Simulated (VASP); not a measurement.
The system is RbBr.

```
CELL_PARAMETERS angstrom
0.00000 3.44970 3.44970
3.44970 0.00000 3.44970
3.44970 3.44970 0.00000
ATOMIC_POSITIONS crystal
Rb 0.00000 0.00000 0.00000
Br 0.50000 0.50000 0.50000
```

Program: VASP 6.6.1. Alike in all runs: task single point; no spin polarisation; cell as given; cutoff (eV) 520; smearing fermi-dirac 0.05 eV.

Order these runs on this cell by their band gap on the k mesh, lowest first.
A. level PBEsol; potentials or basis VASP PAW PBE potentials, release 64 (Rb_sv, Br); k mesh 7 × 7 × 7
B. level PBE0; potentials or basis VASP PAW PBE potentials, release 64 (Rb_sv, Br); k mesh 4 × 4 × 4; grid for exact exchange (PRECFOCK) Normal
C. level LDA; potentials or basis VASP PAW LDA potentials, release 64 (Rb_sv, Br); k mesh 7 × 7 × 7

C (3.91 eV), A (4.17 eV), B (6.20 eV).

A k mesh can miss the band edges, odd and even meshes differently.
